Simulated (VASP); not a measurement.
# Ge (Im-3m) in VASP: settings compared

Aim: see how the results for Ge move with the level of theory and the settings. Levels: LDA, PBE. Tasks: single point.

Everything below comes from runs of VASP 6.6.1. Logs are shortened: lines on timing, memory, paths and dates and some standing lists are left out, and cuts for length are marked.

### Step 1. The cell of the first run

It takes space group Im-3m (No. 229, cubic). Conventional cell: a = 3.240 Å, b = 3.240 Å, c = 3.240 Å, α = 90.00°, β = 90.00°, γ = 90.00°. Ge (site symmetry m-3m) has 14 Ge at 2.81 to 3.24 Å within 3.7 Å.

### Step 2. Single point, LDA (volume scaled by 0.95)

Input file INCAR:

```
PREC = Accurate
ENCUT = 520
EDIFF = 1E-6
ISMEAR = -1
SIGMA = 0.1
LREAL = F
LASPH = T
NELM = 100
ALGO = Normal
ISIF = 2
LWAVE = F
LCHARG = F
GGA = CA
NBANDS = 13
```

Input file KPOINTS:

```
Automatic mesh
0
Gamma
  18 18 18
```

Input file POSCAR:

```
Ge
1.0
   -1.6201032663      1.6201032663      1.6201032663
    1.6201032663     -1.6201032663      1.6201032663
    1.6201032663      1.6201032663     -1.6201032663
Ge
1
Direct
    0.0000000000      0.0000000000      0.0000000000
```

Potentials or basis: VASP PAW LDA potentials, release 64 (Ge_d).

Run with:

```console
cat potpaw_LDA.64/Ge_d/POTCAR > POTCAR
mpirun -np 1 vasp_std > vasp.out
```

OUTCAR:

```text
PREC = Accurate
   ENCUT = 520
   EDIFF = 1E-6
   ISMEAR = -1
   LREAL = F
   LASPH = T
   NELM = 100
   ISIF = 2
   GGA = CA

 ion  position               nearest neighbor table
   1  0.000  0.000  0.000-

  LATTYP: Found a body centered cubic cell.
 ALAT       =     3.2402065326

  Lattice vectors:

 A1 = (  -1.6201032663,   1.6201032663,   1.6201032663)
 A2 = (   1.6201032663,  -1.6201032663,   1.6201032663)
 A3 = (   1.6201032663,   1.6201032663,  -1.6201032663)

Analysis of symmetry for initial positions (statically):
=====================================================================
 Subroutine PRICEL returns:
 Original cell was already a primitive cell.

 Routine SETGRP: Setting up the symmetry group for a
 body centered cubic supercell.

 Subroutine GETGRP returns: Found 48 space group operations
 (whereof 48 operations were pure point group operations)
 out of a pool of 48 trial point group operations.

The static configuration has the point symmetry O_h .

Analysis of symmetry for dynamics (positions and initial velocities):
=====================================================================
 Subroutine PRICEL returns:
 Original cell was already a primitive cell.

 Routine SETGRP: Setting up the symmetry group for a
 body centered cubic supercell.

 Subroutine GETGRP returns: Found 48 space group operations
 (whereof 48 operations were pure point group operations)
 out of a pool of 48 trial point group operations.

The dynamic configuration has the point symmetry O_h .

 Subroutine INISYM returns: Found 48 space group operations
 (whereof 48 operations are pure point group operations),
 and found     1 'primitive' translations

----------------------------------------------------------------------------------------

                                     Primitive cell

  volume of cell :      17.0094

  direct lattice vectors                    reciprocal lattice vectors
    -1.620103266  1.620103266  1.620103266     0.000000000  0.308622302  0.308622302
     1.620103266 -1.620103266  1.620103266     0.308622302  0.000000000  0.308622302
     1.620103266  1.620103266 -1.620103266     0.308622302  0.308622302  0.000000000

  length of vectors
     2.806101171  2.806101171  2.806101171     0.436457846  0.436457846  0.436457846

  position of ions in fractional coordinates (direct lattice)
     0.000000000  0.000000000  0.000000000

  ion indices of the primitive-cell ions
   primitive index   ion index
                 1           1

----------------------------------------------------------------------------------------

 KPOINTS: Automatic mesh

Automatic generation of k-mesh.
 Grid dimensions read from file:
 generate k-points for:   18   18   18

 Generating k-lattice:

  Cartesian coordinates                     Fractional coordinates (reciprocal lattice)
     0.000000000  0.017145683  0.017145683     0.055555556  0.000000000  0.000000000
     0.017145683  0.000000000  0.017145683     0.000000000  0.055555556  0.000000000
     0.017145683  0.017145683  0.000000000     0.000000000  0.000000000  0.055555556

  Length of vectors
     0.024247658  0.024247658  0.024247658

  Shift w.r.t. Gamma in fractional coordinates (k-lattice)
     0.000000000  0.000000000  0.000000000

 Subroutine IBZKPT returns following result:
 ===========================================

 Found    195 irreducible k-points:

 Following reciprocal coordinates:
            Coordinates               Weight
  0.000000  0.000000  0.000000      1.000000
  0.055556  0.000000  0.000000     12.000000
  0.111111  0.000000  0.000000     12.000000
  0.166667  0.000000  0.000000     12.000000
  0.222222  0.000000  0.000000     12.000000
  0.277778  0.000000  0.000000     12.000000
[... 16 lines left out ...]
  0.333333  0.111111 -0.000000     48.000000
  0.388889  0.111111  0.000000     48.000000
 [... further k-points ...]
   k-points           NKPTS =    195   k-points in BZ     NKDIM =    195   number of bands    NBANDS=     13
   number of dos      NEDOS =    301   number of ions     NIONS =      1
   total plane-waves  NPLWV =  13824
   dimension x,y,z NGX =    24 NGY =   24 NGZ =   24
   dimension x,y,z NGXF=    48 NGYF=   48 NGZF=   48
   ions per type =               1
   NGX,Y,Z   is equivalent  to a cutoff of  14.22, 14.22, 14.22 a.u.
   NGXF,Y,Z  is equivalent  to a cutoff of  28.44, 28.44, 28.44 a.u.
 SYSTEM =  unknown system
   PREC   = accura    normal or accurate (medium, high low for compatibility)
   ISTART =      0    job   : 0-new  1-cont  2-samecut
   ICHARG =      2    charge: 1-file 2-atom 10-const
   ISPIN  =      1    spin polarized calculation?
   LNONCOLLINEAR =      F non collinear calculations
   LSORBIT =      F    spin-orbit coupling
   LASPH  =      T    aspherical Exc in radial PAW
   ENCUT  =  520.0 eV  38.22 Ry    6.18 a.u.   5.22  5.22  5.22*2*pi/ulx,y,z
   NELM   =    100;   NELMIN=  2; NELMDL= -5     # of ELM steps
   EDIFF  = 0.1E-05   stopping-criterion for ELM
   LREAL  =      F    real-space projection
   EDIFFG = 0.1E-04   stopping-criterion for IOM
   NSW    =      0    number of steps for IOM
   IBRION =     -1    ionic relax: 0-MD 1-quasi-New 2-CG
   NFREE  =      0    steps in history (QN), initial steepest desc. (CG)
   ISIF   =      2    stress and relaxation
   ISYM   =      2    0-nonsym 1-usesym 2-fastsym
   POTIM  = 0.5000    time-step for ionic-motion
   TEBEG  =    0.0;   TEEND  =   0.0 temperature during run
   PSTRESS=    0.0 pullay stress
   NELECT =      14.0000    total number of electrons
   NUPDOWN=      -1.0000    fix difference up-down
   EMIN   =  10.00;   EMAX   =-10.00  energy-range for DOS
   EFERMI =   0.00;   METHOD = LEGACY
   ISMEAR =    -1;   SIGMA  =   0.10  broadening in eV -4-tet -1-fermi 0-gaus
   EFERMI_NEDOS =   21; number of points for ismear=-14 and -15
   IALGO  =     38    algorithm
   IMIX   =      4    mixing-type and parameters
     AMIX     =   0.40;   BMIX     =  1.00
     AMIX_MAG =   1.60;   BMIX_MAG =  1.00
  volume/ion in A,a.u.               =      17.01       114.78
  Fermi-wavevector in a.u.,A,eV,Ry     =   1.534222  2.899259 32.025890  2.353837
  Thomas-Fermi vector in A             =   2.641180
   LORBIT       =      0    0 simple, 1 ext, 2 COOP (PROOUT), +10 PAW based schemes
   GGA     = CA    functional components
   LHFCALC =     F    Hartree Fock is set to
   AEXX    =    0.0000 exact exchange contribution
   IVDW    =     0    specifies the selected vdW correction
   LEPSILON=     F    determine dielectric tensor
   LRPA    =     F    only Hartree local field effects (RPA)
 non-spin polarized calculation
  energy-cutoff  :      520.00
  volume of cell :       17.01
 maximum number of plane-waves:       470
 NGX is ok and might be reduce to    24
   NGX = 11   NGY = 11   NGZ = 11

 number of electron      13.9999990 magnetization

 Free energy of the ion-electron system (eV)
  ---------------------------------------------------
  ext. energy  EPLUGINS =         0.00000000
  ---------------------------------------------------
  free energy    TOTEN  =        -4.87605284 eV

  energy without entropy =       -4.85739645  energy(sigma->0) =       -4.86672465

 E-fermi :   7.6756     XC(G=0): -12.1149

 val. band max:        7.6307016676   @ k =   0.2778   0.2778   0.1667
 cond. band min:       7.6785202730   @ k =  -0.3889  -0.4444   0.0556
 fundamental gap:      0.0478186055
 Fermi energy:         7.6755578169

 k-point     1 :       0.0000    0.0000    0.0000
  band No.  band energies     occupation
      1     -17.2067      2.00000
      2     -17.2067      2.00000
      3     -17.2067      2.00000
      4     -17.0901      2.00000
      5     -17.0901      2.00000
      6      -6.3909      2.00000
      7      17.8054      0.00000
      8      17.8054      0.00000
      9      17.8054      0.00000
     10      23.5124      0.00000
     11      23.5124      0.00000
     12      23.5124      0.00000
     13      25.3364      0.00000

 k-point     2 :       0.0556    0.0000    0.0000
  band No.  band energies     occupation
      1     -17.2080      2.00000
      2     -17.2051      2.00000
      3     -17.2011      2.00000
      4     -17.0914      2.00000
      5     -17.0901      2.00000
      6      -6.3026      2.00000
      7      17.0704      0.00000
      8      17.4309      0.00000
      9      17.7045      0.00000
     10      22.7737      0.00000
     11      22.8551      0.00000
     12      24.0467      0.00000
     13      24.6332      0.00000

 k-point     3 :       0.1111    0.0000    0.0000
  band No.  band energies     occupation
      1     -17.2116      2.00000
      2     -17.2008      2.00000
      3     -17.1852      2.00000
      4     -17.0953      2.00000
      5     -17.0904      2.00000
      6      -6.0376      2.00000
      7      15.2960      0.00000
      8      16.5844      0.00000
      9      17.4127      0.00000
     10      21.6505      0.00000
     11      21.6725      0.00000
     12      24.1488      0.00000
     13      24.9923      0.00000
[... 305 lines left out ...]
 k-point    23 :       0.3333    0.1111   -0.0000
  band No.  band energies     occupation
      1     -17.2358      2.00000
      2     -17.1916      2.00000
      3     -17.1031      2.00000
      4     -17.0959      2.00000
      5     -17.0475      2.00000
      6      -1.8292      2.00000
      7       4.7715      2.00000
      8      10.8845      0.00000
      9      14.0123      0.00000
     10      18.9383      0.00000
     11      21.2176      0.00000
     12      25.1553      0.00000
     13      30.1854      0.00000

 k-point    24 :       0.3889    0.1111    0.0000
  band No.  band energies     occupation
      1     -17.2391      2.00000
      2     -17.1940      2.00000
      3     -17.0994      2.00000
      4     -17.0965      2.00000
      5     -17.0342      2.00000
      6      -0.6038      2.00000
      7       3.0566      2.00000
      8      10.5993      0.00000
      9      13.7837      0.00000
     10      18.7192      0.00000
     11      21.0946      0.00000
     12      26.1860      0.00000
     13      29.0954      0.00000

 [... further k-points ...]

------------------------ aborting loop because EDIFF is reached ----------------------------------------

  FORCE on cell =-STRESS in cart. coord.  units (eV):
  Direction    XX          YY          ZZ          XY          YZ          ZX
  --------------------------------------------------------------------------------------
  -------------------------------------------------------------------------------------
  Total        0.4859166      0.4859166      0.4859166      0.0000000      0.0000000      0.0000000
  in kB       45.7703497     45.7703497     45.7703497      0.0000000      0.0000000      0.0000000
  external PRESSURE =      45.7703497 kB  Pullay stress =       0.0000000 kB

 VOLUME and BASIS-vectors are now :
 -----------------------------------------------------------------------------
  energy-cutoff  :      520.00
  volume of cell :       17.01
      direct lattice vectors                 reciprocal lattice vectors
    -1.620103266  1.620103266  1.620103266     0.000000000  0.308622302  0.308622302
     1.620103266 -1.620103266  1.620103266     0.308622302  0.000000000  0.308622302
     1.620103266  1.620103266 -1.620103266     0.308622302  0.308622302  0.000000000

 POSITION                                       TOTAL-FORCE (eV/Angst)
 -----------------------------------------------------------------------------------
      0.00000      0.00000      0.00000        -0.000000      0.000000      0.000000
 -----------------------------------------------------------------------------------
    total drift:                               -0.000000      0.000000      0.000000

  FREE ENERGIE OF THE ION-ELECTRON SYSTEM (eV)
  ---------------------------------------------------
  free  energy   TOTEN  =        -4.8760528400 eV

  energy  without entropy=       -4.8573964511  energy(sigma->0) =       -4.86672465
```

It took 32 s on 1 thread of Intel Xeon 8259CL, shared host; peak memory 0.15 GiB.

What came out:

| Property | Result |
| --- | --- |
| Free energy | -4.8761 eV |
| Pressure | 4.6 GPa |
| Band gap on the k mesh | zero (band 7 reaches 17.81 eV, above the bottom of band 8 at 4.26 eV) |

Levels at points of the mesh, in eV from the Fermi level:
```csv
k point,band 4,band 5,band 6,band 7,band 8,band 9,band 10,band 11
"(0.00, 0.00, 0.00)",-24.77,-24.77,-14.07,10.13,10.13,10.13,15.84,15.84
"(0.50, 0.00, 0.00)",-24.77,-24.70,-7.66,-5.91,4.76,7.23,10.15,10.25
"(0.50, 0.50, 0.50)",-24.71,-24.71,-2.01,-0.58,-0.58,-0.58,4.40,4.40
```

Caveat: the cell differs from its parent crystal (volume scaled by 0.95).

### Step 3. Single point, LDA

This run uses another cell than the first one, of 17.90 Å³/atom, 1.053 times its volume.

Input file INCAR:

```
SYSTEM = Ge
  PREC = Accurate
  ENCUT = 520
  EDIFF = 1E-6
  ISMEAR = -1
  SIGMA = 0.1
  LREAL = .False.
  LASPH = .True.
  NELM = 100
  ALGO = Normal
  ISIF = 2
  LWAVE = .False.
  LCHARG = .False.
  NBANDS = 13
```

Input file KPOINTS:

```
Automatic mesh
0
Gamma
  18 18 18
  0 0 0
```

Input file POSCAR:

```
Ge
1.0
   -1.6480415715      1.6480415715      1.6480415715
    1.6480415715     -1.6480415715      1.6480415715
    1.6480415715      1.6480415715     -1.6480415715
Ge
1
Direct
    0.0000000000      0.0000000000      0.0000000000
```

Potentials or basis: VASP PAW LDA potentials, release 64 (Ge_d).

Run with:

```console
cat potpaw_LDA.64/Ge_d/POTCAR > POTCAR
mpirun -np 1 vasp_std > vasp.out
```

Run time: 34 s. Hardware: 1 thread of Intel Xeon 8259CL, shared host; peak memory 0.16 GiB.

It converged, with:

```yaml
Free_energy: -4.8889 eV
Pressure: 0.2 GPa
Band_gap_on_the_k_mesh: zero (band 7 reaches 16.64 eV, above the bottom of band 8 at 3.88 eV)
```

Levels at points of the mesh, in eV from the Fermi level:
| k point | band 4 | band 5 | band 6 | band 7 | band 8 | band 9 | band 10 | band 11 |
| --- | --- | --- | --- | --- | --- | --- | --- | --- |
| (0.00, 0.00, 0.00) | -24.75 | -24.75 | -13.60 | 9.57 | 9.57 | 9.57 | 15.42 | 15.42 |
| (0.50, 0.00, 0.00) | -24.75 | -24.69 | -7.58 | -5.59 | 4.53 | 6.95 | 9.89 | 9.97 |
| (0.50, 0.50, 0.50) | -24.70 | -24.70 | -2.39 | -0.52 | -0.52 | -0.52 | 4.45 | 4.45 |

### Step 4. Single point, LDA

This run uses another cell than the first one, of 17.90 Å³/atom, 1.053 times its volume.

Input file INCAR:

```
SYSTEM = Ge
PREC     = Accurate       ! precision mode
ENCUT    = 520            ! plane-wave cutoff, eV
EDIFF    = 1E-6           ! SCF threshold, eV
ISMEAR   = -1             ! smearing method
SIGMA    = 0.1            ! smearing width, eV
LREAL    = .False.        ! projectors in reciprocal space
LASPH    = .True.         ! aspherical terms in the spheres
NELM     = 60             ! most SCF steps
ALGO     = Normal         ! electronic algorithm
ISIF     = 2              ! what is computed and relaxed
LWAVE    = .False.        ! write WAVECAR
LCHARG   = .True.         ! write CHGCAR
GGA      = CA             ! functional
LELF     = .True.         ! ELF
LVHAR    = .True.       
NBANDS   = 13             ! bands
```

Input file KPOINTS:

```
regular mesh
0
Gamma
  18 18 18
  0 0 0
```

POSCAR is that of step 3.

Run with:

```console
cat potpaw_LDA.64/Ge_d/POTCAR > POTCAR
mpirun -np 1 vasp_std > vasp.out
```

Run time: 39 s. Hardware: 1 thread of Intel Xeon 8259CL, shared host; peak memory 0.16 GiB.

It converged, with:

* Free energy: -4.8889 eV
* Pressure: 0.2 GPa
* Band gap on the k mesh: zero (band 7 reaches 16.64 eV, above the bottom of band 8 at 3.88 eV)

Levels at points of the mesh, in eV from the Fermi level:
```
           k point  band 3  band 4  band 5  band 6  band 7  band 8  band 9  band 10  band 11  band 12
(0.00, 0.00, 0.00)  -24.85  -24.75  -24.75  -13.60    9.57    9.57    9.57    15.42    15.42    15.42
(0.50, 0.00, 0.00)  -24.75  -24.75  -24.69   -7.58   -5.59    4.53    6.95     9.89     9.97    20.00
(0.50, 0.50, 0.50)  -24.70  -24.70  -24.70   -2.39   -0.52   -0.52   -0.52     4.45     4.45    27.03
```

### Step 5. Single point, PBE

This run uses another cell than the first one, of 17.90 Å³/atom, 1.053 times its volume.

Input file INCAR:

```
PREC = Accurate
ENCUT = 520
EDIFF = 1E-7
ISMEAR = -1
SIGMA = 0.1
LREAL = False
LASPH = True
NELM = 100
ALGO = Normal
ISIF = 2
LWAVE = False
LCHARG = True
GGA = PE
LELF = True
LVHAR = True
NBANDS = 13
```

Input file KPOINTS:

```
Automatic mesh
0
Gamma
  18 18 18
```

POSCAR is that of step 4.

Potentials or basis: VASP PAW PBE potentials, release 64 (Ge_d).

Run with:

```console
cat potpaw_PBE.64/Ge_d/POTCAR > POTCAR
mpirun -np 1 vasp_std > vasp.out
```

It took 49 s on 1 thread of Intel Xeon 8259CL, shared host; peak memory 0.17 GiB.

Results (log left out):

```yaml
Free_energy: -4.1628 eV
Pressure: 5.7 GPa
Band_gap_on_the_k_mesh: zero (band 7 reaches 17.08 eV, above the bottom of band 8 at 4.13 eV)
```

Levels at points of the mesh, in eV from the Fermi level:
| k point | band 5 | band 6 | band 7 | band 8 | band 9 | band 10 |
| --- | --- | --- | --- | --- | --- | --- |
| (0.00, 0.00, 0.00) | -24.68 | -13.62 | 9.71 | 9.71 | 9.71 | 15.35 |
| (0.50, 0.00, 0.00) | -24.62 | -7.54 | -5.64 | 4.59 | 7.00 | 9.83 |
| (0.50, 0.50, 0.50) | -24.64 | -2.26 | -0.52 | -0.52 | -0.52 | 4.33 |

### Step 6. Summary

```csv
level,potentials or basis,cell,gap on the mesh (eV),pressure (GPa)
LDA,"VASP PAW LDA potentials, release 64 (Ge_d)","a = 2.806 Å, angles 109.5°, 1 atom",none,4.6
LDA,"VASP PAW LDA potentials, release 64 (Ge_d)","a = 2.854 Å, angles 109.5°, 1 atom",none,0.2
PBE,"VASP PAW PBE potentials, release 64 (Ge_d)","a = 2.854 Å, angles 109.5°, 1 atom",none,5.7
```

Alike in all rows: task single point; no spin polarisation; k mesh 18 × 18 × 18; cutoff (eV) 520; smearing fermi-dirac 0.1 eV.

Absolute energies hang on the potentials; compare differences alone.
